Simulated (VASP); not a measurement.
# Ta4NiO11 (F-43m) in VASP: single point with PBE

Aim: the single point of Ta4NiO11 with PBE.

Everything below comes from runs of VASP 6.6.1. Logs are shortened: lines on timing, memory, paths and dates and some standing lists are left out, and cuts for length are marked.

## Step 1: The cell of the first run

The structure is cubic, space group F-43m (No. 216). The conventional cell has a = 9.735 Å, b = 9.735 Å, c = 9.735 Å, α = 90.00°, β = 90.00°, γ = 90.00°. Ta (site symmetry 3m) has 6 O at 1.91 to 2.11 Å within 2.5 Å. Within 3.5 Å of Ni (site symmetry -43m) lie 10 O at 2.64 to 2.92 Å. O (site symmetry -43m) has 24 O at 3.48 to 4.16 Å and 12 Ta at 4.05 Å and 4 Ni at 4.22 Å within 4.6 Å. O (site symmetry 3m) has 3 Ta at 2.11 Å and 6 O at 2.57 Å and 1 Ni at 2.64 Å within 2.8 Å. Within 2.6 Å of O (site symmetry 2mm) lie 2 Ta at 1.91 Å and 2 O at 2.57 Å.

## Step 2: Single point, PBE, collinear spin, ferromagnetic start

INCAR

```
ALGO = Normal
EDIFF = 1E-6
ENCUT = 520
GGA = PE
ISIF = 2
ISMEAR = -1
ISPIN = 2
LASPH = T
LCHARG = F
LMAXMIX = 4
LORBIT = 11
LREAL = Auto
LWAVE = F
MAGMOM = 0 0 0 0 1 0 0 0 0 0 0 0 0 0 0 0
NBANDS = 78
NELM = 150
PREC = Accurate
SIGMA = 0.05
```

KPOINTS

```
k-points
0
Gamma
  3 3 3
```

POSCAR

```
Ta4NiO11
1.0
    0.0000000000      4.8673424310      4.8673424310
    4.8673424310      0.0000000000      4.8673424310
    4.8673424310      4.8673424310      0.0000000000
Ta Ni O
4 1 11
Direct
    0.6300318500      0.1099044500      0.6300318500
    0.6300318500      0.6300318500      0.6300318500
    0.1099044500      0.6300318500      0.6300318500
    0.6300318500      0.6300318500      0.1099044500
    0.0000000000      0.0000000000      0.0000000000
    0.2500000000      0.2500000000      0.2500000000
    0.8434764113      0.4695707662      0.8434764113
    0.8434764113      0.8434764113      0.8434764113
    0.4695707662      0.8434764113      0.8434764113
    0.8434764113      0.8434764113      0.4695707662
    0.3003330632      0.6996669368      0.6996669368
    0.6996669368      0.3003330632      0.3003330632
    0.6996669368      0.6996669368      0.3003330632
    0.3003330632      0.3003330632      0.6996669368
    0.3003330632      0.6996669368      0.3003330632
    0.6996669368      0.3003330632      0.6996669368
```

Potentials or basis: VASP PAW PBE potentials, release 64 (Ta_pv, Ni, O).

On the command line:

```sh
> cat potpaw_PBE.64/Ta_pv/POTCAR potpaw_PBE.64/Ni/POTCAR potpaw_PBE.64/O/POTCAR > POTCAR
> mpirun -np 1 vasp_std > vasp.out
```

OUTCAR:

```text
EDIFF = 1E-6
   ENCUT = 520
   GGA = PE
   ISIF = 2
   ISMEAR = -1
   ISPIN = 2
   LASPH = T
   LORBIT = 11
   LREAL = Auto
   NELM = 150
   PREC = Accurate

 ion  position               nearest neighbor table
   1  0.630  0.110  0.630-  16 1.91  14 1.91  12 1.91  10 2.11   9 2.11   8 2.11   2 3.30   3 3.30
                             4 3.30   4 3.58   2 3.58   3 3.58
   2  0.630  0.630  0.630-  11 1.91  13 1.91  16 1.91   7 2.11   9 2.11  10 2.11   1 3.30   3 3.30
                             4 3.30   4 3.58   1 3.58   3 3.58
   3  0.110  0.630  0.630-  11 1.91  14 1.91  15 1.91  10 2.11   7 2.11   8 2.11   1 3.30   2 3.30
                             4 3.30   2 3.58   4 3.58   1 3.58
   4  0.630  0.630  0.110-  13 1.91  12 1.91  15 1.91   9 2.11   7 2.11   8 2.11   1 3.30   2 3.30
                             3 3.30   2 3.58   1 3.58   3 3.58
   5  0.000  0.000  0.000-
   6  0.250  0.250  0.250-
   7  0.843  0.470  0.843-   3 2.11   4 2.11   2 2.11
   8  0.843  0.843  0.843-   1 2.11   3 2.11   4 2.11
   9  0.470  0.843  0.843-   1 2.11   4 2.11   2 2.11
  10  0.843  0.843  0.470-   1 2.11   3 2.11   2 2.11
  11  0.300  0.700  0.700-   3 1.91   2 1.91
  12  0.700  0.300  0.300-   1 1.91   4 1.91
  13  0.700  0.700  0.300-   4 1.91   2 1.91
  14  0.300  0.300  0.700-   1 1.91   3 1.91
  15  0.300  0.700  0.300-   3 1.91   4 1.91
  16  0.700  0.300  0.700-   1 1.91   2 1.91

  LATTYP: Found a face centered cubic cell.
 ALAT       =     9.7346848620

  Lattice vectors:

 A1 = (   0.0000000000,   4.8673424310,   4.8673424310)
 A2 = (   4.8673424310,   0.0000000000,   4.8673424310)
 A3 = (   4.8673424310,   4.8673424310,   0.0000000000)

Analysis of symmetry for initial positions (statically):
=====================================================================
 Subroutine PRICEL returns:
 Original cell was already a primitive cell.

 Routine SETGRP: Setting up the symmetry group for a
 face centered cubic supercell.

 Subroutine GETGRP returns: Found 24 space group operations
 (whereof 24 operations were pure point group operations)
 out of a pool of 48 trial point group operations.

The static configuration has the point symmetry T_d .

Analysis of symmetry for dynamics (positions and initial velocities):
=====================================================================
 Subroutine PRICEL returns:
 Original cell was already a primitive cell.

 Routine SETGRP: Setting up the symmetry group for a
 face centered cubic supercell.

 Subroutine GETGRP returns: Found 24 space group operations
 (whereof 24 operations were pure point group operations)
 out of a pool of 48 trial point group operations.

The dynamic configuration has the point symmetry T_d .

Analysis of structural, dynamic, and magnetic symmetry:
=====================================================================
 Subroutine PRICEL returns:
 Original cell was already a primitive cell.

 Routine SETGRP: Setting up the symmetry group for a
 face centered cubic supercell.

 Subroutine GETGRP returns: Found 24 space group operations
 (whereof 24 operations were pure point group operations)
 out of a pool of 48 trial point group operations.

The overall configuration has the point symmetry T_d .

 Subroutine INISYM returns: Found 24 space group operations
 (whereof 24 operations are pure point group operations),
 and found     1 'primitive' translations

----------------------------------------------------------------------------------------

                                     Primitive cell

  volume of cell :     230.6246

  direct lattice vectors                    reciprocal lattice vectors
     0.000000000  4.867342431  4.867342431    -0.102725462  0.102725462  0.102725462
     4.867342431  0.000000000  4.867342431     0.102725462 -0.102725462  0.102725462
     4.867342431  4.867342431  0.000000000     0.102725462  0.102725462 -0.102725462

  length of vectors
     6.883461679  6.883461679  6.883461679     0.177925719  0.177925719  0.177925719

  position of ions in fractional coordinates (direct lattice)
     0.630031850  0.109904450  0.630031850
     0.630031850  0.630031850  0.630031850
[... 68 lines left out ...]
   total plane-waves  NPLWV = 157464
   dimension x,y,z NGX =    54 NGY =   54 NGZ =   54
   dimension x,y,z NGXF=   108 NGYF=  108 NGZF=  108
   ions per type =               4   1  11
   NGX,Y,Z   is equivalent  to a cutoff of  13.04, 13.04, 13.04 a.u.
   NGXF,Y,Z  is equivalent  to a cutoff of  26.08, 26.08, 26.08 a.u.
 SYSTEM =  unknown system
   PREC   = accura    normal or accurate (medium, high low for compatibility)
   ISTART =      0    job   : 0-new  1-cont  2-samecut
   ICHARG =      2    charge: 1-file 2-atom 10-const
   ISPIN  =      2    spin polarized calculation?
   LNONCOLLINEAR =      F non collinear calculations
   LSORBIT =      F    spin-orbit coupling
   LASPH  =      T    aspherical Exc in radial PAW
   ENCUT  =  520.0 eV  38.22 Ry    6.18 a.u.  12.80 12.80 12.80*2*pi/ulx,y,z
   NELM   =    150;   NELMIN=  2; NELMDL= -5     # of ELM steps
   EDIFF  = 0.1E-05   stopping-criterion for ELM
   LREAL  =      T    real-space projection
   EDIFFG = 0.1E-04   stopping-criterion for IOM
   NSW    =      0    number of steps for IOM
   IBRION =     -1    ionic relax: 0-MD 1-quasi-New 2-CG
   NFREE  =      0    steps in history (QN), initial steepest desc. (CG)
   ISIF   =      2    stress and relaxation
   ISYM   =      2    0-nonsym 1-usesym 2-fastsym
   POTIM  = 0.5000    time-step for ionic-motion
   TEBEG  =    0.0;   TEEND  =   0.0 temperature during run
   PSTRESS=    0.0 pullay stress
   NELECT =     120.0000    total number of electrons
   NUPDOWN=      -1.0000    fix difference up-down
   EMIN   =  10.00;   EMAX   =-10.00  energy-range for DOS
   EFERMI =   0.00;   METHOD = LEGACY
   ISMEAR =    -1;   SIGMA  =   0.05  broadening in eV -4-tet -1-fermi 0-gaus
   EFERMI_NEDOS =   21; number of points for ismear=-14 and -15
   IALGO  =     38    algorithm
   IMIX   =      4    mixing-type and parameters
     AMIX     =   0.40;   BMIX     =  1.00
     AMIX_MAG =   1.60;   BMIX_MAG =  1.00
  volume/ion in A,a.u.               =      14.41        97.27
  Fermi-wavevector in a.u.,A,eV,Ry     =   1.316740  2.488278 23.589837  1.733804
  Thomas-Fermi vector in A             =   2.446831
   LORBIT       =     11    0 simple, 1 ext, 2 COOP (PROOUT), +10 PAW based schemes
   GGA     = PE    functional components
   LHFCALC =     F    Hartree Fock is set to
   AEXX    =    0.0000 exact exchange contribution
   IVDW    =     0    specifies the selected vdW correction
   LEPSILON=     F    determine dielectric tensor
   LRPA    =     F    only Hartree local field effects (RPA)
 spin polarized calculation
  energy-cutoff  :      520.00
  volume of cell :      230.62
 maximum number of plane-waves:      6253
 NGX is ok and might be reduce to    54
   NGX = 25   NGY = 25   NGZ = 25

 number of electron     119.9999993 magnetization       2.1494667

 Free energy of the ion-electron system (eV)
  ---------------------------------------------------
  ext. energy  EPLUGINS =         0.00000000
  ---------------------------------------------------
  free energy    TOTEN  =      -139.43348697 eV

  energy without entropy =     -139.28181486  energy(sigma->0) =     -139.35765091

 E-fermi :   3.2251     XC(G=0):  -9.7831

 val. band max:        3.2144409597   @ k =  -0.3333   0.3333   0.0000
 cond. band min:       3.2300585125   @ k =  -0.3333   0.3333   0.0000
 fundamental gap:      0.0156175528
 Fermi energy:         3.2251158111

 spin component 1

 k-point     1 :       0.0000    0.0000    0.0000
  band No.  band energies     occupation
      1     -34.0944      1.00000
      2     -33.9664      1.00000
      3     -33.9664      1.00000
      4     -33.9664      1.00000
      5     -33.9058      1.00000
      6     -33.9058      1.00000
[... 289 lines left out ...]
     71       5.8774      0.00000
     72       6.0428      0.00000
 Fermi energy:         3.2251158111

 spin component 2

 k-point     1 :       0.0000    0.0000    0.0000
  band No.  band energies     occupation
      1     -34.1066      1.00000
      2     -33.9871      1.00000
      3     -33.9871      1.00000
      4     -33.9871      1.00000
      5     -33.9289      1.00000
      6     -33.9289      1.00000
[... 289 lines left out ...]
     71       5.8474      0.00000
     72       6.0157      0.00000
 [bands above 72 left out]

------------------------ aborting loop because EDIFF is reached ----------------------------------------

  FORCE on cell =-STRESS in cart. coord.  units (eV):
  Direction    XX          YY          ZZ          XY          YZ          ZX
  --------------------------------------------------------------------------------------
  -------------------------------------------------------------------------------------
  Total        1.1027321      1.1027321      1.1027321      0.0000000     -0.0000000      0.0000000
  in kB        7.6608139      7.6608139      7.6608139      0.0000000     -0.0000000      0.0000000
  external PRESSURE =       7.6608139 kB  Pullay stress =       0.0000000 kB

 VOLUME and BASIS-vectors are now :
 -----------------------------------------------------------------------------
  energy-cutoff  :      520.00
  volume of cell :      230.62
      direct lattice vectors                 reciprocal lattice vectors
     0.000000000  4.867342431  4.867342431    -0.102725462  0.102725462  0.102725462
     4.867342431  0.000000000  4.867342431     0.102725462 -0.102725462  0.102725462
     4.867342431  4.867342431  0.000000000     0.102725462  0.102725462 -0.102725462

 POSITION                                       TOTAL-FORCE (eV/Angst)
 -----------------------------------------------------------------------------------
      3.60152      6.13316      3.60152        -0.127799      0.127799     -0.127799
      6.13316      6.13316      6.13316         0.127799      0.127799      0.127799
      6.13316      3.60152      3.60152         0.127799     -0.127799     -0.127799
      3.60152      3.60152      6.13316        -0.127799     -0.127799      0.127799
      0.00000      0.00000      0.00000        -0.000000     -0.000000     -0.000000
      2.43367      2.43367      2.43367        -0.000000     -0.000000     -0.000000
[... 8 lines left out ...]
      4.86734      2.92365      4.86734        -0.000000     -0.120522     -0.000000
      4.86734      6.81104      4.86734        -0.000000      0.120522     -0.000000
 -----------------------------------------------------------------------------------
    total drift:                               -0.000000     -0.000000     -0.000001

  FREE ENERGIE OF THE ION-ELECTRON SYSTEM (eV)
  ---------------------------------------------------
  free  energy   TOTEN  =      -139.4334869683 eV

  energy  without entropy=     -139.2818148576  energy(sigma->0) =     -139.35765091

 total charge

# of ion       s       p       d       tot
------------------------------------------
    1        0.345   6.312   2.180   8.837
    2        0.345   6.312   2.180   8.837
    3        0.345   6.312   2.180   8.837
    4        0.345   6.312   2.180   8.837
    5        0.092   0.058   8.469   8.619
    6        1.596   3.098   0.000   4.695
[... 8 lines left out ...]
   15        1.574   3.518   0.000   5.092
   16        1.574   3.518   0.000   5.092
--------------------------------------------------
tot         18.788  63.484  17.187  99.459

 magnetization (x)

# of ion       s       p       d       tot
------------------------------------------
    1       -0.001  -0.001  -0.026  -0.028
    2       -0.001  -0.001  -0.026  -0.028
    3       -0.001  -0.001  -0.026  -0.028
    4       -0.001  -0.001  -0.026  -0.028
    5        0.002   0.001   1.042   1.045
    6        0.011   0.943   0.000   0.954
[... 8 lines left out ...]
   15        0.000   0.004   0.000   0.004
   16        0.000   0.004   0.000   0.004
--------------------------------------------------
tot          0.010   0.958   0.937   1.904
```

It took 24 min on 1 thread of Intel Xeon 8259CL, shared host; peak memory 0.57 GiB.

Results:

```
Free energy                                           : -139.4335 eV
Pressure                                              : 0.8 GPa
Largest force                                         : 0.221 eV/Å
Net moment                                            : 2.15 μB per cell
Site moments                                          : Ta -0.03; Ni +1.04; O +0.95, -0.00, +0.00 (each value once) μB
Valence electrons inside the program's atomic spheres : Ta 8.84; Ni 8.62; O 4.70, 5.06, 5.09 (each value once)
```

Forces on the atoms (eV/Å):
```
Ta  -0.128  0.128 -0.128
Ta   0.128  0.128  0.128
Ta   0.128 -0.128 -0.128
Ta  -0.128 -0.128  0.128
Ni   0.000  0.000  0.000
O    0.000  0.000  0.000
O    0.011 -0.011  0.011
O   -0.011 -0.011 -0.011
O   -0.011  0.011  0.011
O    0.011  0.011 -0.011
O    0.121  0.000  0.000
O   -0.121  0.000  0.000
O    0.000  0.000  0.121
O    0.000  0.000 -0.121
O    0.000 -0.121  0.000
O    0.000  0.121  0.000
```

Levels at points of the mesh, in eV from the Fermi level:
Spin up:
```tsv
k point	band 59	band 60	band 61	band 62	band 63	band 64
(0.00, 0.00, 0.00)	-1.03	-1.03	-1.03	-0.33	-0.33	0.25
```
Spin down:
| k point | band 54 | band 55 | band 56 | band 57 | band 58 | band 59 | band 60 | band 61 | band 62 | band 63 |
| --- | --- | --- | --- | --- | --- | --- | --- | --- | --- | --- |
| (0.00, 0.00, 0.00) | -0.48 | -0.48 | -0.48 | -0.41 | -0.41 | 0.03 | 0.03 | 0.03 | 0.06 | 0.06 |

Caveat: the k points lie up to 0.37 Å⁻¹ apart; spin-orbit coupling is left out, which moves the levels of the heavy elements; a cell with one magnetic atom can't hold antiferromagnetic order, which such compounds often take; semilocal functionals often make such compounds metallic where correlation or magnetic order opens a gap, which also shifts bond lengths.
